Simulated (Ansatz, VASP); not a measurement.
**One calculation of ZrS2, two programs**

File INCAR:

```
SYSTEM = ZrS2
ALGO     = Normal         ! electronic algorithm
EDIFF    = 1E-6           ! SCF threshold, eV
ENCUT    = 500            ! plane-wave cutoff, eV
GGA      = PE             ! functional
GGA_COMPAT= .False.      
ISIF     = 2              ! what is computed and relaxed
ISMEAR   = -1             ! smearing method
LASPH    = .True.         ! aspherical terms in the spheres
LCHARG   = .False.        ! write CHGCAR
LREAL    = .False.        ! projectors in reciprocal space
LWAVE    = .False.        ! write WAVECAR
NBANDS   = 19             ! bands
NELM     = 120            ! most SCF steps
PREC     = Accurate       ! precision mode
SIGMA    = 0.02           ! smearing width, eV
```

File KPOINTS:

```
k-points
0
Gamma
  12 12 4
  0 0 0
```

Contents of POSCAR:

```
ZrS2
1.0
    3.5274231216      0.0000000000      0.0000000000
   -1.7637115608      3.0548380332      0.0000000000
    0.0000000000      0.0000000000      5.9612425643
Zr S
1 2
Direct
    0.0000000000      0.0000000000      0.0000000000
    0.3333333333      0.6666666667      0.2531680491
    0.6666666667      0.3333333333      0.7468319509
```

Input for Ansatz:

```yaml
crystal:
  lattice:
    - [3.5274231216, 0.0, 0.0]
    - [-1.7637115608, 3.0548380332, 0.0]
    - [0.0, 0.0, 5.9612425643]
  atoms:
    - { symbol: Zr, position: [0.0, 0.0, 0.0] }
    - { symbol: S, position: [0.3333333333, 0.6666666667, 0.2531680491] }
    - { symbol: S, position: [0.6666666667, 0.3333333333, 0.7468319509] }
kpoints:
  mp_grid: { grid: [12, 12, 4] }
  band_path:
    path:
      - [0.0, 0.0, 0.0]
      - [0.5, 0.0, 0.0]
      - [0.3333333333, 0.3333333333, 0.0]
      - [0.0, 0.0, 0.5]
      - [0.5, 0.0, 0.5]
      - [0.3333333333, 0.3333333333, 0.5]
      - [0.0, 0.5, 0.5]
    npoints: 1
hamiltonian:
  xc: pbe
scf:
  occupations: { method: fermi_dirac, width: 0.02 }
  n_extra_bands: 4
output:
  forces: true
  stress: true
  eigenvalues: true
```

Change from the starting cell: epitaxial_xy strain -4.0%.

Alike in both runs: task single point; functional PBE; k mesh 12 × 12 × 4; occupations fermi-dirac, width 0.02 eV; no spin polarisation.

|  | VASP | Ansatz |
| --- | --- | --- |
| version | VASP 6.6.1 | Ansatz 0.2.0 |
| potentials or method | VASP PAW PBE potentials, release 64 (Zr_sv, S) | plane waves, PAW |
| plane-wave cutoff (eV) | 500 | 420 |
| valence electrons in the cell | 24 | 24 |

```csv
,VASP,Ansatz,Ansatz less VASP
pressure (GPa),6.2,6.2,+0.04
"traceless stress, the component that is largest in VASP (GPa)",-3.88,-3.91,-0.028
rms of the force components (eV/Å),0.035,0.032,-0.0028
```

Atom by atom the forces differ by 0.003 eV/Å (rms over components). The functional is the same, so the differences come from potentials, cutoffs and numerics.
